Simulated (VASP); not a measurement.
Here is a VASP 6.6.1 calculation.

POSCAR

```
AlN
1.0
    0.0000000000      0.0000000000     -4.9790956405
   -3.1066583017      5.3808900203      0.0000000000
    6.2133166034      0.0000000000      0.0000000000
Al N
8 8
Direct
    0.5032997568      0.1666666667      0.3333333333
    0.5032997568      0.6666666667      0.3333333333
    0.5032997568      0.1666666667      0.8333333333
    0.5032997568      0.6666666667      0.8333333333
    0.0032997568      0.3333333333      0.1666666667
    0.0032997568      0.8333333333      0.1666666667
    0.0032997568      0.3333333333      0.6666666667
    0.0032997568      0.8333333333      0.6666666667
    0.1217002432      0.1666666667      0.3333333333
    0.1217002432      0.6666666667      0.3333333333
    0.1217002432      0.1666666667      0.8333333333
    0.1217002432      0.6666666667      0.8333333333
    0.6217002432      0.3333333333      0.1666666667
    0.6217002432      0.8333333333      0.1666666667
    0.6217002432      0.3333333333      0.6666666667
    0.6217002432      0.8333333333      0.6666666667
```

Contents of INCAR.step1:

```
SYSTEM = AlN
PREC     = Accurate       ! precision mode
ENCUT    = 600            ! plane-wave cutoff, eV
ISMEAR   = 0              ! smearing method
SIGMA    = 0.02           ! smearing width, eV
LREAL    = Auto         
LASPH    = .TRUE.         ! aspherical terms in the spheres
NELM     = 60             ! most SCF steps
GGA      = PE             ! functional
ALGO     = Normal         ! electronic algorithm
EDIFF    = 1E-4           ! SCF threshold, eV
LWAVE    = .TRUE.         ! write WAVECAR
LCHARG   = .FALSE.        ! write CHGCAR
```

Contents of INCAR.step2:

```
SYSTEM = AlN
PREC     = Accurate       ! precision mode
ENCUT    = 600            ! plane-wave cutoff, eV
EDIFF    = 1E-7           ! SCF threshold, eV
ISMEAR   = 0              ! smearing method
SIGMA    = 0.02           ! smearing width, eV
LREAL    = Auto         
LASPH    = .TRUE.         ! aspherical terms in the spheres
NELM     = 60             ! most SCF steps
ALGO     = Normal         ! electronic algorithm
ISIF     = 3              ! what is computed and relaxed
LWAVE    = .FALSE.        ! write WAVECAR
LCHARG   = .FALSE.        ! write CHGCAR
METAGGA  = R2SCAN         ! meta-GGA
LMIXTAU  = .TRUE.       
IBRION   = 2              ! ionic algorithm
NSW      = 80             ! ionic steps
EDIFFG   = -0.015         ! ionic threshold
ISTART   = 1
```

Contents of KPOINTS:

```
Automatic mesh
0
G
  6 6 6
  0 0 0
```

Potentials or basis: VASP PAW PBE potentials, release 64 (Al, N).

The run is started by

```bash
$ cat potpaw_PBE.64/Al/POTCAR potpaw_PBE.64/N/POTCAR > POTCAR
$ cp INCAR.step1 INCAR
$ mpirun -np 1 vasp_std > vasp.out
$ cp INCAR.step2 INCAR
$ mpirun -np 1 vasp_std > vasp.out
```

Problem. What does it give for the band gap on the k mesh?

Solution. 4.93 eV.

Problem. What does it give for the space group after relaxing (to 0.1 Å)?

Solution. P6_3mc (No. 186).

Problem. Estimate the relaxed volume.

Solution. 10.39 Å³/atom.

Final structure:
```
Al N
1.0
     0.00000    0.00000   -4.97682
    -3.10534    5.37860    0.00000
     6.21068    0.00000    0.00000
Al N
8 8
Direct
  0.50331 0.16667 0.33333
  0.50331 0.66667 0.33333
  0.50331 0.16667 0.83333
  0.50331 0.66667 0.83333
  0.00331 0.33333 0.16667
  0.00331 0.83333 0.16667
  0.00331 0.33333 0.66667
  0.00331 0.83333 0.66667
  0.12169 0.16667 0.33333
  0.12169 0.66667 0.33333
  0.12169 0.16667 0.83333
  0.12169 0.66667 0.83333
  0.62169 0.33333 0.16667
  0.62169 0.83333 0.16667
  0.62169 0.33333 0.66667
  0.62169 0.83333 0.66667
```

Caveat: the PAW data sets were made with another functional, which shifts forces and pressure a little. A k mesh can miss the band edges.
